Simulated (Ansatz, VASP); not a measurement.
## One calculation of Ti, two programs

```xyz
1
Lattice="-1.6492 1.6410 1.6410 1.6492 -1.6410 1.6410 1.6492 1.6410 -1.6410" Properties=species:S:1:pos:R:3 pbc="T T T"
Ti    0.0000    0.0000    0.0000
```

Change from the starting cell: strain +0.0050 x Voigt [1, 0, 0, 0, 0, 0], atoms carried along.

Alike in both runs: task single point; functional r2SCAN; k mesh 20 × 20 × 20; occupations gaussian, width 0.15 eV; no spin polarisation.

|  | VASP | Ansatz |
| --- | --- | --- |
| version | VASP 6.6.1 | Ansatz 0.2.0 |
| potentials or method | VASP PAW PBE potentials, release 64 (Ti_sv), cutoff 520 eV | scalar-relativistic, plane waves, PAW |
| valence electrons in the cell | 12 | 12 |

|  | VASP | Ansatz | Ansatz less VASP |
| --- | --- | --- | --- |
| gap on the k mesh at the Fermi level (eV) | none | none | - |
| pressure (GPa) | -3.1 | -3.3 | -0.26 |
| traceless stress, the component that is largest in VASP (GPa) | 0.13 | 0.13 | -0.001 |

VASP's potentials were made for PBE, not for r2SCAN. A gap of «none» marks a metal or a gap that the smearing closes.
